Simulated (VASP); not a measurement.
**Mg: single point with revPBE**

Crystal: Mg.

```
Mg
1.0
     3.30901    0.00000    0.00000
    -1.65450    2.86568    0.00000
     0.00000    0.00000   10.76424
Mg
4
Direct
  0.00000 0.00000 0.00000
  0.00000 0.00000 0.50000
  0.33333 0.66667 0.25000
  0.66667 0.33333 0.75000
```

This cell differs from its parent crystal: volume scaled by 1.08.

```
Program             : VASP 6.6.1
Task                : single point
Functional          : revPBE
Potentials or basis : VASP PAW PBE potentials, release 64 (Mg)
Cutoff              : 520 eV
k mesh              : 13 × 13 × 4
Occupations         : fermi-dirac, width 0.1 eV
Spin                : no spin polarisation
```

```
Pressure               : -2.3 GPa
Band gap on the k mesh : zero (band 4 reaches 3.33 eV, above the bottom of band 5 at 0.95 eV)
```

Levels at points of the mesh, in eV from the Fermi level:
| k point | band 1 | band 2 | band 3 | band 4 | band 5 | band 6 | band 7 | band 8 | band 9 |
| --- | --- | --- | --- | --- | --- | --- | --- | --- | --- |
| (0.00, 0.00, 0.00) | -6.53 | -5.23 | -5.23 | -1.58 | -1.28 | 4.66 | 4.66 | 10.29 | 10.29 |
| (0.00, 0.00, 0.50) | -6.20 | -6.20 | -3.64 | -3.64 | 1.35 | 1.35 | 8.41 | 8.41 | 10.52 |

It took 25 s on 1 thread of Intel(R) Xeon(R) 6975P-C (Granite Rapids), on a shared host, peak memory 0.26 GiB.

Caveat: the PAW data sets were made with another functional, which shifts forces and pressure a little.
